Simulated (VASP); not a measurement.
Li:

```
CELL_PARAMETERS angstrom
0.00000 2.20200 2.20200
2.20200 0.00000 2.20200
2.20200 2.20200 0.00000
ATOMIC_POSITIONS crystal
Li 0.00000 0.00000 0.00000
```

| Property | Result |
| --- | --- |
| Program | VASP 6.6.1 |
| Task | relaxation of cell and atoms |
| Functional | PBE |
| Dispersion | D3(BJ) |
| Potentials or basis | VASP PAW PBE potentials, release 64 (Li_sv) |
| Cutoff | 600 eV |
| k mesh | 16 × 16 × 16 |
| Occupations | gaussian, width 0.1 eV |
| Spin | no spin polarisation |

At the start: pressure -2.0 GPa; volume 21.35 Å³/atom.

**Question.** Where does the relaxation end?

**Answer.** Over 5 steps the energy falls by 24.0 meV/atom and the volume is 17.99 Å³/atom (-15.7 %); space group Fm-3m (No. 225, to 0.05 Å).

Step by step:
| step | energy change (eV) | largest force (eV/Å) | pressure (GPa) | volume (Å³) |
| --- | --- | --- | --- | --- |
| 1 | 0.0000 | 0.0000 | -2.00 | 21.35 |
| 2 | -0.0093 | 0.0000 | -1.66 | 20.54 |
| 3 | -0.0225 | 0.0000 | -0.60 | 18.75 |
| 4 | -0.0240 | 0.0000 | 0.08 | 17.90 |
| 5 | -0.0240 | 0.0000 | -0.01 | 17.99 |

Final structure:
```cif
data_structure
_symmetry_space_group_name_H-M 'P 1'
_symmetry_Int_Tables_number 1
_cell_length_a 2.9413
_cell_length_b 2.9413
_cell_length_c 2.9413
_cell_angle_alpha 60.000
_cell_angle_beta 60.000
_cell_angle_gamma 60.000
_cell_volume 17.99
loop_
_atom_site_label
_atom_site_type_symbol
_atom_site_fract_x
_atom_site_fract_y
_atom_site_fract_z
_atom_site_occupancy
Li1 Li 0.00000 0.00000 0.00000 1
```

Caveat: the cutoff is under 1.25 times the usual one of these potentials, so pressure, stress and relaxed cells hold a basis-set (Pulay) error; the volume moved by over 15 % at a fixed basis, so the end points are rough; the volume moved by -16 % from the deposited cell, more than functionals usually miss; pairwise dispersion overbinds metals, which lowers pressure and volume.
